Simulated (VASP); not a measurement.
## ZnS: single point with PBE

ZnS:

```
CELL_PARAMETERS angstrom
0.00000 2.66795 2.66795
2.66795 0.00000 2.66795
2.66795 2.66795 0.00000
ATOMIC_POSITIONS crystal
Zn 0.00000 0.00000 0.00000
S 0.25000 0.25000 0.25000
```

```json
{
 "Program": "VASP 6.6.1",
 "Task": "single point",
 "Functional": "PBE",
 "Potentials or basis": "VASP PAW PBE potentials, release 64 (Zn, S)",
 "Cutoff": "500 eV",
 "k mesh": "4 × 4 × 4",
 "Occupations": "gaussian, width 0.01 eV",
 "Spin": "no spin polarisation",
 "Dipole correction": "no",
 "Further INCAR settings": "ALGO = Normal; EDIFF = 1e-06; NBANDS = 16"
}
```

* Pressure: 5.3 GPa
* Band gap on the k mesh: 2.27 eV, direct

Levels at points of the mesh, in eV from the valence-band top:
```
           k point  band 7  band 8  band 9  band 10  band 11  band 12
(0.00, 0.00, 0.00)    0.00    0.00    0.00     2.27     6.35     6.35
(0.50, 0.00, 0.00)   -5.55   -0.92   -0.92     3.37     6.89     6.89
(0.50, 0.50, 0.00)   -4.72   -2.37   -2.37     3.30     4.05    11.26
```

Wall time 15 s on 1 thread of Intel Xeon 8259CL, on a shared host, peak memory 0.15 GiB.

Caveat: the k points lie up to 0.51 Å⁻¹ apart.
